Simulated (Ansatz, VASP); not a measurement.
Two plane-wave programs on Mg3ZnTe4

```
Mg Zn Te
1.0
     4.53752    0.00000    0.00000
    -2.26876    3.92961    0.00000
     0.00000    0.00000   14.91083
Mg Zn Te
3 1 4
Direct
  0.66667 0.33333 0.00492
  0.66667 0.33333 0.49544
  0.00000 0.00000 0.75029
  0.00000 0.00000 0.25038
  0.66667 0.33333 0.19476
  0.66667 0.33333 0.68450
  0.00000 0.00000 0.43050
  0.00000 0.00000 0.93922
```

Alike in both runs: task single point; functional LDA; k mesh 6 × 6 × 2; occupations gaussian, width 0.02 eV; no spin polarisation.

```csv
,VASP,Ansatz
version,VASP 6.6.1,Ansatz 0.2.0
potentials or method,"VASP PAW LDA potentials, release 64 (Mg, Zn, Te), cutoff 520 eV","scalar-relativistic, plane waves, PAW"
valence electrons in the cell,42,106
```

```csv
,VASP,Ansatz,Ansatz less VASP
gap on the k mesh at the Fermi level (eV),1.31,1.29,-0.021
least direct gap on the mesh (eV),1.31,1.29,-0.021
pressure (GPa),-2.6,-2.6,+0.03
rms of the force components (eV/Å),0.037,0.041,+0.0043
```

LDA's correlation is that of Perdew and Zunger in VASP and of Perdew and Wang (1992) in Ansatz. Atom by atom the forces differ by 0.005 eV/Å (rms over components). VASP's potentials hold 42 valence electrons a cell and Ansatz's 106, so a difference there can come from the potentials and not from the codes.

Spin-orbit coupling is off throughout.
